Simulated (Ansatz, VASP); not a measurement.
**One calculation of Hf, two programs**

```
CELL_PARAMETERS angstrom
2.92043 0.00000 0.00000
0.00000 2.92043 0.00000
0.00000 0.00000 2.92043
ATOMIC_POSITIONS crystal
Hf 0.00000 0.00000 0.00000
```

Alike in both runs: task single point; functional PBE; k mesh 12 × 12 × 12; occupations fermi-dirac, width 0.03 eV; no spin polarisation.

```csv
,VASP,Ansatz
version,VASP 6.6.1,Ansatz 0.2.0
potentials or method,"VASP PAW PBE potentials, release 64 (Hf_pv), cutoff 520 eV","all-electron LAPW, scalar-relativistic"
```

```tsv
	VASP	Ansatz	Ansatz less VASP
pressure (GPa)	-0.3	2.5	+2.83
```

Ansatz ran all-electron here, and VASP with PAW potentials.

Spin-orbit coupling is off throughout.
